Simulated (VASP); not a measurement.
# RbBr in VASP: a series of runs, part 2 of 2

VASP 6.6.1. Earlier steps stand in the parts before.

### 3 Single point, PBEsol

INCAR

```
PREC = Accurate
ENCUT = 520
EDIFF = 1E-7
ISMEAR = 0
SIGMA = 0.05
LREAL = F
LASPH = T
NELM = 60
ALGO = Normal
ISIF = 2
LWAVE = F
LCHARG = F
LDIPOL = T
IDIPOL = 3
DIPOL = 0.5 0.5 0.500
GGA = PS
NBANDS = 51
```

KPOINTS

```
Automatic mesh
0
Gamma
  6 4 1
```

POSCAR

```
RbBr
1.0
    4.8439775483      0.0000000000      0.0000000000
    0.0000000000      6.8504187446      0.0000000000
    0.0000000000      0.0000000000     24.6879550966
Rb Br
5 5
Direct
    0.5000000000      0.5000000000      0.3095694607
    0.0000000000      0.0000000000      0.4000962037
    0.5000000000      0.5000000000      0.5000000242
    0.0000000000      0.0000000000      0.5999038420
    0.5000000000      0.5000000000      0.6904305817
    0.5000000000      0.0000000000      0.3066802490
    0.0000000000      0.5000000000      0.4011694873
    0.5000000000      0.0000000000      0.4999999654
    0.0000000000      0.5000000000      0.5988304688
    0.5000000000      0.0000000000      0.6933197173
```

Potentials or basis: VASP PAW PBE potentials, release 64 (Rb_sv, Br).

Run with:

```sh
$ cat potpaw_PBE.64/Rb_sv/POTCAR potpaw_PBE.64/Br/POTCAR > POTCAR
$ mpirun -np 1 vasp_std > vasp.out
```

OUTCAR:

```text
PREC = Accurate
   ENCUT = 520
   EDIFF = 1E-7
   ISMEAR = 0
   LREAL = F
   LASPH = T
   NELM = 60
   ISIF = 2
   GGA = PS

 ion  position               nearest neighbor table
   1  0.500  0.500  0.310-   7 3.31   7 3.31   6 3.43   6 3.43   3 4.70   2 4.75   2 4.75   2 4.75
                             2 4.75
   2  0.000  0.000  0.400-   6 3.34   6 3.34   7 3.43   7 3.43   8 3.46   8 3.46   1 4.75   1 4.75
                             1 4.75   1 4.75   3 4.87   3 4.87   3 4.87   3 4.87   4 4.93
   3  0.500  0.500  0.500-   8 3.43   8 3.43   9 3.44   9 3.44   7 3.44   7 3.44   5 4.70   1 4.70
                             4 4.87   4 4.87   4 4.87   4 4.87   2 4.87   2 4.87   2 4.87   2 4.87
   4  0.000  0.000  0.600-  10 3.34  10 3.34   9 3.43   9 3.43   8 3.46   8 3.46   5 4.75   5 4.75
[... 868 lines left out ...]
  energy-cutoff  :      520.00
  volume of cell :      819.23
      direct lattice vectors                 reciprocal lattice vectors
     4.843977548  0.000000000  0.000000000     0.206441915  0.000000000  0.000000000
     0.000000000  6.850418745  0.000000000     0.000000000  0.145976478  0.000000000
     0.000000000  0.000000000 24.687955097     0.000000000  0.000000000  0.040505582

 POSITION                                       TOTAL-FORCE (eV/Angst)
 -----------------------------------------------------------------------------------
      2.42199      3.42521      7.64264         0.000000     -0.000000     -0.021021
      0.00000      0.00000      9.87756         0.000000     -0.000000      0.009225
      2.42199      3.42521     12.34398         0.000000     -0.000000     -0.000000
      0.00000      0.00000     14.81040        -0.000000      0.000000     -0.009225
      2.42199      3.42521     17.04532         0.000000     -0.000000      0.021021
      2.42199      0.00000      7.57131         0.000000     -0.000000     -0.011005
      0.00000      3.42521      9.90405         0.000000     -0.000000      0.014827
      2.42199      0.00000     12.34398         0.000000     -0.000000     -0.000000
      0.00000      3.42521     14.78390         0.000000     -0.000000     -0.014827
      2.42199      0.00000     17.11665         0.000000     -0.000000      0.011005
 -----------------------------------------------------------------------------------
    total drift:                                0.000000      0.000000      0.000040

  FREE ENERGIE OF THE ION-ELECTRON SYSTEM (eV)
  ---------------------------------------------------
  free  energy   TOTEN  =       -30.8980818106 eV

  energy  without entropy=      -30.8980818106  energy(sigma->0) =      -30.89808181

 vacuum level on the upper side and lower side of the slab         1.989         1.989
```

OSZICAR:

```text
N       E                     dE             d eps       ncg     rms          rms(c)
DAV:   1     0.689868571989E+03    0.68987E+03   -0.29355E+04  1296   0.119E+03
DAV:   2     0.736369284758E+02   -0.61623E+03   -0.59964E+03  1715   0.251E+02
DAV:   3    -0.292768115090E+02   -0.10291E+03   -0.10262E+03  1616   0.983E+01
[... 17 lines left out ...]
DAV:  21    -0.308980793520E+02   -0.60113E-05   -0.24571E-07  1005   0.832E-04    0.260E-04
DAV:  22    -0.308980812118E+02   -0.18597E-05   -0.58301E-08   969   0.496E-04    0.106E-04
DAV:  23    -0.308980816300E+02   -0.41827E-06   -0.16490E-08   946   0.278E-04    0.492E-05
DAV:  24    -0.308980817475E+02   -0.11746E-06   -0.20416E-09   913   0.159E-04    0.321E-05
DAV:  25    -0.308980818106E+02   -0.63102E-07    0.11082E-10   946   0.112E-04
   1 F= -.30898082E+02 E0= -.30898082E+02  d E =-.125222E-17
```

Wall time 25 min (1 thread of AMD EPYC 7R13, shared host); peak memory 0.9 GiB.

Results:

```yaml
Free_energy: -30.8981 eV
Largest_force: 0.021 eV/Å
Band_gap_on_the_k_mesh: 3.77 eV, direct
```

Forces in eV/Å, atoms in the order of the input:
```
Rb   0.000  0.000 -0.021
Rb   0.000  0.000  0.009
Rb   0.000  0.000  0.000
Rb   0.000  0.000 -0.009
Rb   0.000  0.000  0.021
Br   0.000  0.000 -0.011
Br   0.000  0.000  0.015
Br   0.000  0.000  0.000
Br   0.000  0.000 -0.015
Br   0.000  0.000  0.011
```

Caveat: the PAW data sets were made with another functional, which shifts forces and pressure a little.
